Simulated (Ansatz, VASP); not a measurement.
**Two plane-wave programs on Sb**

```xyz
4
Lattice="4.0687 0.0000 0.0000 -2.0343 3.5236 0.0000 0.0000 0.0000 20.8000" Properties=species:S:1:pos:R:3 pbc="T T T"
Sb    0.0000    2.3491    6.1500
Sb    2.0343    1.1745    4.5000
Sb    1.5823    1.9575   11.6500
Sb   -0.4521    3.1321   10.0000
```

Alike in both runs: task single point; functional PBE; dispersion D3(BJ); k mesh 9 × 9 × 1; occupations gaussian, width 0.05 eV; no spin polarisation.

|  | VASP | Ansatz |
| --- | --- | --- |
| version | VASP 6.6.1 | Ansatz 0.2.0 |
| potentials or method | VASP PAW PBE potentials, release 64 (Sb_d_GW), cutoff 400 eV | scalar-relativistic, plane waves, PAW |
| valence electrons in the cell | 60 | 60 |

|  | VASP | Ansatz | Ansatz less VASP |
| --- | --- | --- | --- |
| gap on the k mesh at the Fermi level (eV) | 0.87 | 0.86 | -0.002 |
| least direct gap on the mesh (eV) | 1.39 | 1.39 | -0.001 |
| rms of the force components (eV/Å) | 0.021 | 0.021 | +0.0006 |

Atom by atom the forces differ by 0.003 eV/Å (rms over components).

Neither program's run includes spin-orbit coupling.
